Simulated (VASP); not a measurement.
Write the native input for VASP 6.6.1 that does the following.

* Task: single point
* Functional: PBE
* Potentials or basis: VASP PAW PBE potentials, release 64 (H, C)
* Cutoff: 520 eV
* k mesh: 2 × 2 × 1
* Occupations: gaussian, width 0.05 eV
* Spin: no spin polarisation
* Dipole correction: no
* Further INCAR settings: LREAL = Auto; ALGO = Normal; EDIFF = 1e-06; NBANDS = 68

The structure of H3C5 lies in POSCAR:

```
H3C5
1.0
    5.0487420000      0.0000000000      0.0000000000
    0.0000000000      5.0487420000      0.0000000000
    0.0000000000      0.0000000000     17.1355610000
H C
12 20
Direct
    0.4277869616      0.0000000000      0.0583581711
    0.0722132365      0.0000000000      0.0583581711
    0.9277869616      0.0000000000      0.0583581711
    0.5722132365      0.0000000000      0.0583581711
    0.4277869616      0.5000000000      0.0583581711
    0.0722132365      0.5000000000      0.0583581711
    0.9277869616      0.5000000000      0.0583581711
    0.5722132365      0.5000000000      0.0583581711
    0.7500333747      0.0056829998      0.3606852440
    0.2498061893      0.5202656424      0.3683587015
    0.7500018817      0.4957644895      0.3605046838
    1.2493347848      0.8341622527      0.4263009539
    0.2500000990      0.0000000000      0.0953981022
    0.7500000990      0.0000000000      0.0953981022
    0.2500000990      0.5000000000      0.0953981022
    0.7500000990      0.5000000000      0.0953981022
    0.2500000990      0.2500000990      0.1474827699
    0.7500000990      0.2500000990      0.1474827699
    0.2500000990      0.7500000990      0.1474827699
    0.7500000990      0.7500000990      0.1474827699
    0.0018909661      0.2524943837      0.1968104808
    0.4980838791      0.2524955722      0.1968157331
    0.0006255024      0.7498293634      0.2045807546
    0.4993517197      0.7498307499      0.2045842561
    0.0007857403      0.0143033651      0.2547671477
    0.4991750420      0.0143023747      0.2547726917
    0.0005446901      0.4845947763      0.2545978506
    0.4994145076      0.4846007184      0.2546060208
    0.2499608813      0.0921586011      0.2985585357
    0.7499822728      0.0896797658      0.3016296344
    0.2499561277      0.4171017255      0.3055358386
    0.7499832632      0.4128529444      0.3013440295
```

One way to write it, as run:

INCAR

```
  ALGO = Normal
  EDIFF = 1E-6
  ENCUT = 520
  GGA = PE
  ISIF = 2
  ISMEAR = 0
  LASPH = T
  LCHARG = T
  LELF = T
  LREAL = Auto
  LVHAR = T
  LWAVE = F
  NBANDS = 68
  NELM = 100
  PREC = Accurate
  SIGMA = 0.05
```

KPOINTS

```
k-points
0
Gamma
  2 2 1
```

Potentials or basis: VASP PAW PBE potentials, release 64 (H, C).

Launch:

```bash
$ cat potpaw_PBE.64/H/POTCAR potpaw_PBE.64/C/POTCAR > POTCAR
$ mpirun -np 1 vasp_std > vasp.out
```

It gave:

| Quantity | Value |
| --- | --- |
| Largest force | 8.964 eV/Å |
| Band gap on the k mesh | 0.16 eV, indirect (least direct gap 0.20 eV) |

Caveat: the k points lie up to 0.62 Å⁻¹ apart.

Wall time 6.5 min on 1 thread of AMD EPYC 7R43 64-Core Processor (Zen 3) (shared host), peak memory 0.44 GiB.
